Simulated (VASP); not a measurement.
Crystal: Si.

```xyz
1
Lattice="0.0000 1.9581 1.9581 1.9581 0.0000 1.9581 1.9581 1.9581 0.0000" Properties=species:S:1:pos:R:3 pbc="T T T"
Si    0.0000    0.0000    0.0000
```

- Program: VASP 6.6.1
- Task: relaxation of cell and atoms
- Functional: r2SCAN
- Potentials or basis: VASP PAW PBE potentials, release 64 (Si)
- Cutoff: 600 eV
- k mesh: 14 × 14 × 14
- Occupations: fermi-dirac, width 0.1 eV
- Spin: no spin polarisation

At the start: pressure -6.0 GPa; volume 15.02 Å³/atom.

Q: How do energy, volume and symmetry change on relaxing?

A: Over 3 steps the energy falls by 26.3 meV/atom and the volume is 13.75 Å³/atom (-8.5 %); space group Fm-3m (No. 225, to 0.05 Å).

The path:
| step | energy change (eV) | largest force (eV/Å) | pressure (GPa) | volume (Å³) |
| --- | --- | --- | --- | --- |
| 1 | 0.0000 | 0.0000 | -6.05 | 15.02 |
| 2 | -0.0262 | 0.0000 | -0.45 | 13.82 |
| 3 | -0.0263 | 0.0000 | -0.01 | 13.75 |

Final structure:
```
Si
1.0
     0.00000    1.90126    1.90126
     1.90126    0.00000    1.90126
     1.90126    1.90126    0.00000
Si
1
Direct
  0.00000 0.00000 0.00000
```

Caveat: the PAW data sets were made with another functional, which shifts forces and pressure a little.
